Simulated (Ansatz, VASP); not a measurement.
Ta2N: VASP beside Ansatz

```
Ta N
1.0
     5.22885    0.00000    0.00000
    -2.61443    4.52832    0.00000
     0.00000    0.00000    4.88348
Ta N
6 3
Cartesian
  1.7436 3.0201 3.6753
  -0.8708 1.5082 3.6753
  1.7416 0.0000 3.6753
  0.8708 1.5082 1.2081
  -1.7436 3.0201 1.2081
  3.4873 0.0000 1.2081
  2.6144 1.5094 2.4417
  0.0000 3.0189 2.4417
  0.0000 0.0000 0.0000
```

Alike in both runs: task relaxation of cell and atoms; functional LDA; k mesh 9 × 9 × 8; occupations fermi-dirac, width 0.15 eV; no spin polarisation.

```csv
,VASP,Ansatz
version,VASP 6.6.1,Ansatz 0.2.0
potentials or method,"VASP PAW LDA potentials, release 64 (Ta_pv, N), cutoff 600 eV","scalar-relativistic, plane waves, PAW"
valence electrons in the cell,81,93
```

```csv
,VASP,Ansatz,Ansatz less VASP
"gap on the k mesh at the Fermi level, each at its own relaxed structure (eV)",none,none,-
relaxed volume (Å³/atom),12.92,12.85,-0.063
relaxed length of the cell vector where the two differ most in proportion (Å),5.237,5.229,-0.0085
```

Ansatz warns that its potentials were made for another functional, while VASP's fit it. LDA's correlation is that of Perdew and Zunger in VASP and of Perdew and Wang (1992) in Ansatz. A gap of «none» marks a metal or a gap that the smearing closes. VASP's potentials hold 81 valence electrons a cell and Ansatz's 93, so a difference there can come from the potentials and not from the codes.

Spin-orbit coupling is off throughout.
